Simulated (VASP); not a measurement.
La3Ir5, 8 atoms in the cell. The structure is cubic, space group Im-3m (No. 229). The conventional cell has a = 6.819 Å, b = 6.819 Å, c = 6.819 Å, α = 90.00°, β = 90.00°, γ = 90.00°. Within 3.9 Å of La (site symmetry 4/mmm) lie 10 Ir at 2.95 to 3.41 Å and 4 La at 3.41 Å. Within 3.9 Å of Ir (site symmetry m-3m) lie 8 Ir at 2.95 Å and 6 La at 3.41 Å. Ir (site symmetry -3m) has 6 La at 2.95 Å and 8 Ir at 2.95 to 3.41 Å within 3.9 Å. The cell was generated, and may not be a known phase.

```yaml
Program: VASP 6.6.1
Task: relaxation of cell and atoms
Functional: PBE
Potentials_or_basis: VASP PAW PBE potentials, release 64 (La, Ir)
Cutoff: 600 eV
k_mesh: 4 × 4 × 4
Occupations: gaussian, width 0.1 eV
Spin: no spin polarisation
Dipole_correction: no
Further_INCAR_settings: ALGO = Normal; EDIFF = 1e-07; IBRION = 2; EDIFFG = -0.04; NSW = 90; ISIF = 3
```

Potentials or basis: VASP PAW PBE potentials, release 64 (La, Ir).

Command:

```sh
$ cat potpaw_PBE.64/La/POTCAR potpaw_PBE.64/Ir/POTCAR > POTCAR
$ mpirun -np 1 vasp_std > vasp.out
```

Hardware: 1 thread of Oxide Virtual Turin-like Processor, with other jobs on the host.

Task: How long does it take, and how much memory?

Result: Run time: 14 min on 1 thread of Oxide Virtual Turin-like Processor, with other jobs on the host, peak memory 0.36 GiB. Counts: scf iterations 56, k points 8, ion steps 3.
